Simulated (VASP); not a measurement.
Runs of VASP 6.6.1 on FePt. The structure is that of space group Pm-3m (No. 221), or close to it. The cells are those of the table. 

```tsv
task	level	spin	cell	k mesh	cutoff (eV)	gap on the mesh (eV)	pressure (GPa)	moment (μB)	relaxed volume (Å³/atom)
single point	r2SCAN	off	a = 3.059 Å, 2 atoms	14 × 14 × 14	520	none	(b)	-	-
single point	PBE	off	a = 2.986 Å, 2 atoms	14 × 14 × 14	520	none	-0.4	-	-
single point	PBE	collinear, ferromagnetic start	a = 3.065 Å, 2 atoms	6 × 6 × 6	520	none	-1.0	3.53	-
single point	PBE	collinear, ferromagnetic start	a = 3.059 Å, 2 atoms	14 × 14 × 14	520	none	-14.8	0.00	-
single point	PBE	off	a = 3.059 Å, 2 atoms	14 × 14 × 14	520	none	(a)	-	-
relaxation of cell and atoms	PBE	off	relaxed from a = 3.059 Å, 2 atoms	14 × 14 × 14	600	none	0.0	-	13.29
relaxation of cell and atoms	PBE	collinear, ferromagnetic start	relaxed from a = 2.995 Å, 2 atoms	6 × 6 × 6	600	none	-0.3	(c)	14.34
```

Alike in all rows: potentials or basis VASP PAW PBE potentials, release 64 (Fe, Pt); smearing gaussian 0.1 eV.

Estimate the missing entries.

(a) -15.1; (b) -20.4; (c) 3.52.

Caveats: spin-orbit coupling is left out, which moves the levels of the heavy elements; the PAW data sets were made with another functional, which shifts forces and pressure a little (some runs).

A k mesh can miss the band edges, and the runs leave out spin-orbit coupling on Pt.

A gap of «none» marks levels without a gap at the run's occupations.
